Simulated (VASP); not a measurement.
# TaN (P-6m2) in VASP: notebook

Runs on TaN. Level: PBEsol. Tasks: single point, relaxation of cell and atoms.

Everything below comes from runs of VASP 6.6.1. Logs are shortened: lines on timing, memory, paths and dates and some standing lists are left out, and cuts for length are marked.

## Step 1: The cell of the first run

Symmetry: P-6m2, No. 187, hexagonal system. The conventional cell has a = 2.893 Å, b = 2.893 Å, c = 2.845 Å, α = 90.00°, β = 90.00°, γ = 120.00°. Within 2.9 Å of Ta (site symmetry -6m2) lie 6 N at 2.19 Å and 8 Ta at 2.85 to 2.89 Å. N (site symmetry -6m2) has 6 Ta at 2.19 Å and 8 N at 2.85 to 2.89 Å within 2.9 Å.

## Step 2: Single point, PBEsol (10.31 Å³/atom)

The input, INCAR:

```
PREC = Accurate
ENCUT = 700
EDIFF = 1E-6
ISMEAR = 0
SIGMA = 0.1
LREAL = False
LASPH = True
NELM = 120
ALGO = Normal
ISIF = 2
LWAVE = False
LCHARG = True
GGA = PS
LELF = True
LVHAR = True
NBANDS = 16
GGA_COMPAT = False
```

The input, KPOINTS:

```
regular mesh
0
Gamma
  18 18 14
```

The input, POSCAR:

```
TaN
1.0
    2.8925571120      0.0000000000      0.0000000000
   -1.4462785560      2.5050279409      0.0000000000
    0.0000000000      0.0000000000      2.8454523836
Ta N
1 1
Direct
    0.3333333333      0.6666666667      0.5000000000
    0.0000000000      0.0000000000      0.0000000000
```

Potentials or basis: VASP PAW PBE potentials, release 64 (Ta_sv_GW, N).

Run with:

```sh
> cat potpaw_PBE.64/Ta_sv_GW/POTCAR potpaw_PBE.64/N/POTCAR > POTCAR
> mpirun -np 1 vasp_std > vasp.out
```

OUTCAR:

```text
PREC = Accurate
   ENCUT = 700
   EDIFF = 1E-6
   ISMEAR = 0
   LREAL = False
   LASPH = True
   NELM = 120
   ISIF = 2
   GGA = PS

 ion  position               nearest neighbor table
   1  0.333  0.667  0.500-   2 2.19   2 2.19   2 2.19   2 2.19   2 2.19   2 2.19
   2  0.000  0.000  0.000-   1 2.19   1 2.19   1 2.19   1 2.19   1 2.19   1 2.19

  LATTYP: Found a hexagonal cell.
 ALAT       =     2.8925571120
 C/A-ratio  =     0.9837151950

  Lattice vectors:

 A1 = (   2.8925571120,   0.0000000000,   0.0000000000)
 A2 = (  -1.4462785560,   2.5050279409,   0.0000000000)
 A3 = (   0.0000000000,   0.0000000000,   2.8454523836)

Analysis of symmetry for initial positions (statically):
=====================================================================
 Subroutine PRICEL returns:
 Original cell was already a primitive cell.

 Routine SETGRP: Setting up the symmetry group for a
 hexagonal supercell.

 Subroutine GETGRP returns: Found 12 space group operations
 (whereof 12 operations were pure point group operations)
 out of a pool of 24 trial point group operations.

The static configuration has the point symmetry D_3h.

Analysis of symmetry for dynamics (positions and initial velocities):
=====================================================================
 Subroutine PRICEL returns:
 Original cell was already a primitive cell.

 Routine SETGRP: Setting up the symmetry group for a
 hexagonal supercell.

 Subroutine GETGRP returns: Found 12 space group operations
 (whereof 12 operations were pure point group operations)
 out of a pool of 24 trial point group operations.

The dynamic configuration has the point symmetry D_3h.

 Subroutine INISYM returns: Found 12 space group operations
 (whereof 12 operations are pure point group operations),
 and found     1 'primitive' translations

----------------------------------------------------------------------------------------

                                     Primitive cell

  volume of cell :      20.6180

  direct lattice vectors                    reciprocal lattice vectors
     2.892557112  0.000000000  0.000000000     0.345714868  0.199598572  0.000000000
    -1.446278556  2.505027941  0.000000000     0.000000000  0.399197144  0.000000000
     0.000000000  0.000000000  2.845452384     0.000000000  0.000000000  0.351437967

  length of vectors
     2.892557112  2.892557112  2.845452384     0.399197144  0.399197144  0.351437967

  position of ions in fractional coordinates (direct lattice)
     0.333333333  0.666666667  0.500000000
     0.000000000  0.000000000  0.000000000

  ion indices of the primitive-cell ions
   primitive index   ion index
                 1           1
                 2           2

----------------------------------------------------------------------------------------

 KPOINTS: regular mesh

Automatic generation of k-mesh.
 Grid dimensions read from file:
 generate k-points for:   18   18   14

 Generating k-lattice:

  Cartesian coordinates                     Fractional coordinates (reciprocal lattice)
     0.019206382  0.011088810  0.000000000     0.055555556  0.000000000  0.000000000
     0.000000000  0.022177619  0.000000000     0.000000000  0.055555556  0.000000000
     0.000000000  0.000000000  0.025102712     0.000000000  0.000000000  0.071428571

  Length of vectors
     0.022177619  0.022177619  0.025102712

  Shift w.r.t. Gamma in fractional coordinates (k-lattice)
     0.000000000  0.000000000  0.000000000

 Subroutine IBZKPT returns following result:
 ===========================================

 Found    296 irreducible k-points:

 Following reciprocal coordinates:
            Coordinates               Weight
  0.000000  0.000000  0.000000      1.000000
  0.055556 -0.000000  0.000000      6.000000
  0.111111 -0.000000  0.000000      6.000000
  0.166667 -0.000000  0.000000      6.000000
  0.222222 -0.000000  0.000000      6.000000
  0.277778 -0.000000  0.000000      6.000000
[... 16 lines left out ...]
  0.333333  0.111111  0.000000     12.000000
  0.388889  0.111111  0.000000     12.000000
 [... further k-points ...]
   k-points           NKPTS =    296   k-points in BZ     NKDIM =    296   number of bands    NBANDS=     16
   number of dos      NEDOS =    301   number of ions     NIONS =      2
   total plane-waves  NPLWV =  21952
   dimension x,y,z NGX =    28 NGY =   28 NGZ =   28
   dimension x,y,z NGXF=    56 NGYF=   56 NGZF=   56
   ions per type =               1   1
   NGX,Y,Z   is equivalent  to a cutoff of  16.09, 16.09, 16.36 a.u.
   NGXF,Y,Z  is equivalent  to a cutoff of  32.19, 32.19, 32.72 a.u.
 SYSTEM =  unknown system
   PREC   = accura    normal or accurate (medium, high low for compatibility)
   ISTART =      0    job   : 0-new  1-cont  2-samecut
   ICHARG =      2    charge: 1-file 2-atom 10-const
   ISPIN  =      1    spin polarized calculation?
   LNONCOLLINEAR =      F non collinear calculations
   LSORBIT =      F    spin-orbit coupling
   LASPH  =      T    aspherical Exc in radial PAW
   ENCUT  =  700.0 eV  51.45 Ry    7.17 a.u.   6.24  6.24  6.14*2*pi/ulx,y,z
   NELM   =    120;   NELMIN=  2; NELMDL= -5     # of ELM steps
   EDIFF  = 0.1E-05   stopping-criterion for ELM
   LREAL  =      F    real-space projection
   EDIFFG = 0.1E-04   stopping-criterion for IOM
   NSW    =      0    number of steps for IOM
   IBRION =     -1    ionic relax: 0-MD 1-quasi-New 2-CG
   NFREE  =      0    steps in history (QN), initial steepest desc. (CG)
   ISIF   =      2    stress and relaxation
   ISYM   =      2    0-nonsym 1-usesym 2-fastsym
   POTIM  = 0.5000    time-step for ionic-motion
   TEBEG  =    0.0;   TEEND  =   0.0 temperature during run
   PSTRESS=    0.0 pullay stress
   NELECT =      18.0000    total number of electrons
   NUPDOWN=      -1.0000    fix difference up-down
   EMIN   =  10.00;   EMAX   =-10.00  energy-range for DOS
   EFERMI =   0.00;   METHOD = LEGACY
   ISMEAR =     0;   SIGMA  =   0.10  broadening in eV -4-tet -1-fermi 0-gaus
   EFERMI_NEDOS =   21; number of points for ismear=-14 and -15
   IALGO  =     38    algorithm
   IMIX   =      4    mixing-type and parameters
     AMIX     =   0.40;   BMIX     =  1.00
     AMIX_MAG =   1.60;   BMIX_MAG =  1.00
  volume/ion in A,a.u.               =      10.31        69.57
  Fermi-wavevector in a.u.,A,eV,Ry     =   1.564649  2.956759 33.308802  2.448128
  Thomas-Fermi vector in A             =   2.667242
   LORBIT       =      0    0 simple, 1 ext, 2 COOP (PROOUT), +10 PAW based schemes
   GGA     = PS    functional components
   LHFCALC =     F    Hartree Fock is set to
   AEXX    =    0.0000 exact exchange contribution
   IVDW    =     0    specifies the selected vdW correction
   LEPSILON=     F    determine dielectric tensor
   LRPA    =     F    only Hartree local field effects (RPA)
 non-spin polarized calculation
 Gauss-broadening in eV      SIGMA  =   0.10
  energy-cutoff  :      700.00
  volume of cell :       20.62
 maximum number of plane-waves:       889
 NGX is ok and might be reduce to    28
   NGX = 13   NGY = 13   NGZ = 13

 number of electron      17.9999999 magnetization

 Free energy of the ion-electron system (eV)
  ---------------------------------------------------
  ext. energy  EPLUGINS =         0.00000000
  ---------------------------------------------------
  free energy    TOTEN  =       -26.32017547 eV

  energy without entropy =      -26.31993180  energy(sigma->0) =      -26.32005363

 E-fermi :  12.9111     XC(G=0): -14.1273

 val. band max:       12.8671173280   @ k =   0.0000   0.0000   0.4286
 cond. band min:      12.9419477551   @ k =   0.0556  -0.0000   0.5000
 fundamental gap:      0.0748304271
 Fermi energy:        12.9110937531

 k-point     1 :       0.0000    0.0000    0.0000
  band No.  band energies     occupation
      1     -55.4229      2.00000
      2     -21.7001      2.00000
      3     -21.4059      2.00000
      4     -21.4059      2.00000
      5      -5.1058      2.00000
      6       8.2018      2.00000
[... 8 lines left out ...]
     15      26.1216      0.00000
     16      29.4578      0.00000

 k-point     2 :       0.0556   -0.0000    0.0000
  band No.  band energies     occupation
      1     -55.4200      2.00000
      2     -21.6950      2.00000
      3     -21.4464      2.00000
      4     -21.4144      2.00000
      5      -5.0352      2.00000
      6       7.9831      2.00000
[... 8 lines left out ...]
     15      26.1209      0.00000
     16      29.5954      0.00000

 k-point     3 :       0.1111   -0.0000    0.0000
  band No.  band energies     occupation
      1     -55.4119      2.00000
      2     -21.6802      2.00000
      3     -21.5616      2.00000
      4     -21.4388      2.00000
      5      -4.8315      2.00000
      6       7.4764      2.00000
[... 8 lines left out ...]
     15      26.1097      0.00000
     16      29.9811      0.00000

 k-point     4 :       0.1667   -0.0000    0.0000
  band No.  band energies     occupation
      1     -55.3993      2.00000
      2     -21.7339      2.00000
      3     -21.6574      2.00000
      4     -21.4759      2.00000
      5      -4.5174      2.00000
      6       6.8386      2.00000
[... 8 lines left out ...]
     15      26.1136      0.00000
     16      30.5749      0.00000

 k-point     5 :       0.2222   -0.0000    0.0000
  band No.  band energies     occupation
      1     -55.3838      2.00000
      2     -21.9391      2.00000
      3     -21.6293      2.00000
      4     -21.5210      2.00000
      5      -4.1270      2.00000
      6       6.1839      2.00000
[... 8 lines left out ...]
     15      26.2136      0.00000
     16      30.4564      0.00000

 k-point     6 :       0.2778   -0.0000    0.0000
  band No.  band energies     occupation
      1     -55.3674      2.00000
      2     -22.1504      2.00000
      3     -21.5992      2.00000
      4     -21.5685      2.00000
      5      -3.7018      2.00000
      6       5.5844      2.00000
[... 8 lines left out ...]
     15      26.4666      0.00000
     16      30.6846      0.00000

 k-point     7 :       0.3333   -0.0000    0.0000
  band No.  band energies     occupation
      1     -55.3520      2.00000
      2     -22.3430      2.00000
      3     -21.6127      2.00000
      4     -21.5708      2.00000
      5      -3.2891      2.00000
      6       5.0830      2.00000
[... 8 lines left out ...]
     15      26.7392      0.00000
     16      29.6525      0.00000

 k-point     8 :       0.3889    0.0000    0.0000
  band No.  band energies     occupation
      1     -55.3393      2.00000
      2     -22.4960      2.00000
      3     -21.6484      2.00000
      4     -21.5475      2.00000
      5      -2.9394      2.00000
      6       4.7063      2.00000
[... 8 lines left out ...]
     15      26.3668      0.00000
     16      28.9289      0.00000

 k-point     9 :       0.4444   -0.0000    0.0000
  band No.  band energies     occupation
      1     -55.3310      2.00000
      2     -22.5941      2.00000
      3     -21.6716      2.00000
      4     -21.5322      2.00000
      5      -2.7031      2.00000
      6       4.4722      2.00000
[... 8 lines left out ...]
     15      25.2927      0.00000
     16      29.0711      0.00000
[... 172 lines left out ...]
 k-point    19 :       0.1111    0.1111    0.0000
  band No.  band energies     occupation
      1     -55.3923      2.00000
      2     -21.8137      2.00000
      3     -21.6447      2.00000
      4     -21.5107      2.00000
      5      -4.3408      2.00000
      6       6.5691      2.00000
[... 8 lines left out ...]
     15      26.1712      0.00000
     16      30.4410      0.00000

 k-point    20 :       0.1667    0.1111    0.0000
  band No.  band energies     occupation
      1     -55.3778      2.00000
      2     -21.9898      2.00000
      3     -21.6183      2.00000
      4     -21.5684      2.00000
      5      -3.9681      2.00000
      6       6.0295      2.00000
[... 8 lines left out ...]
     15      26.3265      0.00000
     16      30.4196      0.00000

 k-point    21 :       0.2222    0.1111    0.0000
  band No.  band energies     occupation
      1     -55.3624      2.00000
      2     -22.1714      2.00000
      3     -21.6301      2.00000
      4     -21.5900      2.00000
      5      -3.5604      2.00000
      6       5.5284      2.00000
[... 8 lines left out ...]
     15      26.6098      0.00000
     16      30.4429      0.00000

 k-point    22 :       0.2778    0.1111    0.0000
  band No.  band energies     occupation
      1     -55.3478      2.00000
      2     -22.3372      2.00000
      3     -21.6878      2.00000
      4     -21.5632      2.00000
      5      -3.1633      2.00000
      6       5.1080      2.00000
[... 8 lines left out ...]
     15      26.8963      0.00000
     16      29.3251      0.00000

 k-point    23 :       0.3333    0.1111    0.0000
  band No.  band energies     occupation
      1     -55.3359      2.00000
      2     -22.4693      2.00000
      3     -21.7346      2.00000
      4     -21.5413      2.00000
      5      -2.8267      2.00000
      6       4.7937      2.00000
[... 8 lines left out ...]
     15      26.5582      0.00000
     16      28.8087      0.00000

 k-point    24 :       0.3889    0.1111    0.0000
  band No.  band energies     occupation
      1     -55.3281      2.00000
      2     -22.5542      2.00000
      3     -21.7649      2.00000
      4     -21.5270      2.00000
      5      -2.5992      2.00000
      6       4.6003      2.00000
[... 8 lines left out ...]
     15      25.5999      0.00000
     16      29.0712      0.00000

 [... further k-points ...]
[... 5 lines left out ...]
  --------------------------------------------------------------------------------------
  -------------------------------------------------------------------------------------
  Total        1.5190566      1.5190566      1.5394691      0.0000000      0.0000000      0.0000000
  in kB      118.0425842    118.0425842    119.6287888      0.0000000      0.0000000      0.0000000
  external PRESSURE =     118.5713191 kB  Pullay stress =       0.0000000 kB

 VOLUME and BASIS-vectors are now :
 -----------------------------------------------------------------------------
  energy-cutoff  :      700.00
  volume of cell :       20.62
      direct lattice vectors                 reciprocal lattice vectors
     2.892557112  0.000000000  0.000000000     0.345714868  0.199598572  0.000000000
    -1.446278556  2.505027941  0.000000000     0.000000000  0.399197144  0.000000000
     0.000000000  0.000000000  2.845452384     0.000000000  0.000000000  0.351437967

 POSITION                                       TOTAL-FORCE (eV/Angst)
 -----------------------------------------------------------------------------------
     -0.00000      1.67002      1.42273         0.000000      0.000000      0.000000
      0.00000      0.00000      0.00000        -0.000000      0.000000      0.000000
 -----------------------------------------------------------------------------------
    total drift:                                0.000000     -0.000000     -0.000000

  FREE ENERGIE OF THE ION-ELECTRON SYSTEM (eV)
  ---------------------------------------------------
  free  energy   TOTEN  =       -26.3201754678 eV

  energy  without entropy=      -26.3199317954  energy(sigma->0) =      -26.32005363
```

It took 60 s on 1 thread of Intel Xeon 6975P-C (Granite Rapids), shared host; peak memory 0.31 GiB.

What came out:

```yaml
Free_energy: -26.3202 eV
Pressure: 11.9 GPa
Band_gap_on_the_k_mesh: zero (bands 9 and 10 overlap by 0.34 eV)
```

Levels at points of the mesh, in eV from the Fermi level:
```
           k point  band 6  band 7  band 8  band 9  band 10  band 11  band 12  band 13
(0.00, 0.00, 0.00)   -4.71   -4.71   -4.40   -2.95     2.58     3.82     3.82     4.28
(0.50, 0.00, 0.00)   -8.52   -5.41   -3.65   -3.20     3.19     4.36     5.47     5.69
(0.00, 0.00, 0.50)   -9.62   -3.85   -3.85   -0.09    -0.09     2.56     3.48     3.48
(0.50, 0.00, 0.50)   -7.56   -6.33   -5.90   -0.22     4.51     5.77     6.50     7.55
```

Caveat: the cell stands under pressure; the PAW data sets were made with another functional, which shifts forces and pressure a little; spin-orbit coupling is left out, which moves the levels of the heavy elements.

## Step 3: Single point, PBEsol

This run uses another cell than the first one, of 10.00 Å³/atom.

The input, INCAR:

```
ALGO = Normal ; EDIFF = 1E-7
ENCUT = 520 ; GGA = PS
ISIF = 2 ; ISMEAR = -1
LASPH = T ; LCHARG = T
LELF = T ; LREAL = F
LVHAR = T ; LWAVE = F
NBANDS = 15 ; NELM = 100
PREC = Accurate ; SIGMA = 0.15
```

The input, KPOINTS:

```
k-points
0
Gamma
  18 18 14
```

The input, POSCAR:

```
TaN
1.0
    2.8619542351      0.0000000000      0.0000000000
   -1.4309771176      2.4785250720      0.0000000000
    0.0000000000      0.0000000000      2.8200096295
Ta N
1 1
Direct
    0.3333333333      0.6666666667      0.5000000000
    0.0000000000      0.0000000000      0.0000000000
```

Potentials or basis: VASP PAW PBE potentials, release 64 (Ta_pv, N).

Run with:

```sh
> cat potpaw_PBE.64/Ta_pv/POTCAR potpaw_PBE.64/N/POTCAR > POTCAR
> mpirun -np 1 vasp_std > vasp.out
```

Run time: 48 s. Hardware: 1 thread of AMD EPYC 9R45 (Zen 5), shared host; peak memory 0.18 GiB.

The run converged. Its results:

```yaml
Free_energy: -23.7074 eV
Pressure: 26.2 GPa
Band_gap_on_the_k_mesh: zero (bands 8 and 9 overlap by 0.35 eV)
```

Stress tensor (GPa, compression positive):
```
26.10  0.00  0.00
 0.00 26.10  0.00
 0.00  0.00 26.38
```

Levels at points of the mesh, in eV from the Fermi level:
```
           k point  band 4  band 5  band 6  band 7  band 8  band 9  band 10  band 11  band 12  band 13
(0.00, 0.00, 0.00)  -18.35   -4.91   -4.91   -4.64   -3.05    2.78     3.89     3.89     4.38     4.38
(0.50, 0.00, 0.00)  -15.71   -8.77   -5.66   -3.87   -3.31    3.23     4.50     5.59     5.87     8.11
(0.00, 0.00, 0.50)  -15.21   -9.89   -4.02   -4.02   -0.17   -0.17     2.56     3.51     3.51     8.79
(0.50, 0.00, 0.50)  -16.23   -7.82   -6.53   -6.14   -0.23    4.67     5.95     6.70     7.79    11.19
```

Caveat: the cell stands under pressure; the PAW data sets were made with another functional, which shifts forces and pressure a little; spin-orbit coupling is left out, which moves the levels of the heavy elements.

[end of part 1 of 2]

The gap in the log of VASP goes by the Fermi energy; the results here count the filled bands.